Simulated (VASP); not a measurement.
Wanted: the native input for a VASP 6.6.1 run.

* Task: relaxation of cell and atoms
* Functional: LDA
* Potentials or basis: VASP PAW LDA potentials, release 64 (Cs_sv)
* Cutoff: 500 eV
* k mesh: 10 × 10 × 10
* Occupations: fermi-dirac, width 0.05 eV
* Spin: no spin polarisation
* Dipole correction: no
* Further INCAR settings: ALGO = Normal; EDIFF = 1e-07; IBRION = 2; EDIFFG = -0.005; NSW = 60; ISIF = 3

The structure of Cs lies in POSCAR:

```
Cs
1.0
    0.0000000000      3.6337111148      3.6337111148
    3.6337111148      0.0000000000      3.6337111148
    3.6337111148      3.6337111148      0.0000000000
Cs
1
Direct
    0.0000000000      0.0000000000      0.0000000000
```

This isn't the form of Cs at room conditions, which is bcc.

One way to write it, as run:

INCAR

```
PREC = Accurate
ENCUT = 500
EDIFF = 1E-7
ISMEAR = -1
SIGMA = 0.05
LREAL = False
LASPH = True
NELM = 120
ALGO = Normal
ISIF = 3
LWAVE = False
LCHARG = False
IBRION = 2
NSW = 60
EDIFFG = -0.005
GGA_COMPAT = False
NELMIN = 4
```

KPOINTS

```
Automatic mesh
0
Gamma
  10 10 10
```

Potentials or basis: VASP PAW LDA potentials, release 64 (Cs_sv).

Command:

```console
$ cat potpaw_LDA.64/Cs_sv/POTCAR > POTCAR
$ mpirun -np 1 vasp_std > vasp.out
```

It gave:

| Property | Result |
| --- | --- |
| Relaxed volume | 96.43 Å³/atom |
| Relaxed cell | a = 5.147 Å, b = 5.147 Å, c = 5.147 Å, α = 60.00°, β = 60.00°, γ = 60.00° |
| Space group after relaxing (to 0.1 Å) | Fm-3m (No. 225) |
| Energy gained by relaxing | 0.0 meV/atom |
| Ionic steps | 3 |
| Pressure after relaxing | 0.0 GPa |
| Band gap on the k mesh | zero (an odd number of electrons rules out a gap without spin polarisation) |

Caveat: spin-orbit coupling is left out, which moves the levels of the heavy elements.

Wall time 35 s on 1 thread of AMD EPYC 9R45 96-Core Processor (Zen 5), on a shared host, peak memory 0.17 GiB.
